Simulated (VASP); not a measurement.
A run of VASP 6.6.1 is set up as follows.

File POSCAR:

```
GaCo
1.0
    2.8391033400      0.0000000000      0.0000000000
    0.0000000000      2.8391033400      0.0000000000
    0.0000000000      0.0000000000      2.8391033400
Ga Co
1 1
Direct
    0.5000000000      0.5000000000      0.5000000000
    0.0000000000      0.0000000000      0.0000000000
```

The input INCAR.step1:

```
  ALGO = Normal
  EDIFF = 1E-5
  ENCUT = 660
  GGA = PE
  GGA_COMPAT = False
  ISMEAR = -5
  ISPIN = 2
  LASPH = True
  LCHARG = False
  LDAU = True
  LDAUJ = 0 0
  LDAUL = -1 2
  LDAUTYPE = 2
  LDAUU = 0 6.2
  LMAXMIX = 4
  LREAL = False
  LWAVE = True
  MAGMOM = 0 2
  NBANDS = 26
  NELM = 200
  PREC = Accurate
  SIGMA = 0.1
```

The input INCAR.step2:

```
  ALGO = Normal
  EDIFF = 1E-6
  ENCUT = 660
  GGA_COMPAT = False
  ISIF = 2
  ISMEAR = -5
  ISPIN = 2
  ISTART = 1
  LASPH = True
  LCHARG = True
  LDAU = True
  LDAUJ = 0 0
  LDAUL = -1 2
  LDAUPRINT = 1
  LDAUTYPE = 2
  LDAUU = 0 6.2
  LELF = True
  LMAXMIX = 4
  LMIXTAU = True
  LORBIT = 11
  LREAL = False
  LVHAR = True
  LWAVE = False
  MAGMOM = 0 2
  METAGGA = R2SCAN
  NBANDS = 26
  NELM = 200
  PREC = Accurate
  SIGMA = 0.1
```

KPOINTS

```
k-points
0
Gamma
  9 9 9
```

Potentials or basis: VASP PAW PBE potentials, release 64 (Ga_d, Co_sv).

Launch:

```bash
$ cat potpaw_PBE.64/Ga_d/POTCAR potpaw_PBE.64/Co_sv/POTCAR > POTCAR
$ cp INCAR.step1 INCAR
$ mpirun -np 1 vasp_std > vasp.out
$ cp INCAR.step2 INCAR
$ mpirun -np 1 vasp_std > vasp.out
```

Question: What does it give for the net moment?

Answer: 1.77 μB per cell.

Question: What does it give for the pressure?

Answer: 32.1 GPa.

Eigenvalues of the final occupation matrices:
| site | spin | trace | eigenvalues |
| --- | --- | --- | --- |
| site 2 d | 1 | 4.40 | 0.86 0.86 0.86 0.91 0.91 |
| site 2 d | 2 | 2.60 | 0.06 0.06 0.83 0.83 0.83 |

Caveat: the cell stands under pressure; the PAW data sets were made with another functional, which shifts forces and pressure a little; the U is typed as a test and isn't derived for this compound; tetrahedron occupations give inexact forces and stress in metals. The state reached can hang on the start; a lower one may exist.
